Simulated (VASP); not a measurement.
The system is SrO.

```
Sr O
1.0
     3.57679    0.00000    0.00000
    -1.78840    3.09760    0.00000
     0.00000    0.00000    6.24297
Sr O
2 2
Direct
  0.33333 0.66667 0.25000
  0.66667 0.33333 0.75000
  0.00000 0.00000 0.00000
  0.00000 0.00000 0.50000
```

| Quantity | Value |
| --- | --- |
| Program | VASP 6.6.1 |
| Task | relaxation of cell and atoms |
| Functional | LDA |
| Potentials or basis | VASP PAW LDA potentials, release 64 (Sr_sv, O) |
| Cutoff | 600 eV |
| k mesh | 12 × 12 × 4 |
| Occupations | fermi-dirac, width 0.02 eV |
| Spin | no spin polarisation |

At the start: pressure -6.4 GPa; volume 17.29 Å³/atom.

Question: How do energy, volume and symmetry change on relaxing?

Answer: Over 8 steps the energy falls by 26.3 meV/atom and the volume is 16.05 Å³/atom (-7.2 %); space group P6_3/mmc (No. 194, to 0.1 Å) before and after.

The path:
```
step  energy change (eV)  largest force (eV/Å)  pressure (GPa)  volume (Å³)
   1              0.0000                0.0000           -6.35        69.17
   2             -0.0890                0.0000            2.91        62.53
   3             -0.1044                0.0000           -0.03        64.25
   4             -0.1044                0.0000            0.13        64.15
   5             -0.1050                0.0000            0.16        64.11
   6             -0.1050                0.0000            0.16        64.10
   7             -0.1050                0.0000           -0.07        64.24
   8             -0.1050                0.0000           -0.03        64.20
```

Final structure:
```yaml
crystal:
  lattice:
    - [3.48660, 0.00000, 0.00000]
    - [-1.74330, 3.01948, 0.00000]
    - [0.00000, 0.00000, 6.09834]
  atoms:
    - { symbol: Sr, position: [0.33333, 0.66667, 0.25000] }
    - { symbol: Sr, position: [0.66667, 0.33333, 0.75000] }
    - { symbol: O, position: [0.00000, 0.00000, 0.00000] }
    - { symbol: O, position: [0.00000, 0.00000, 0.50000] }
```
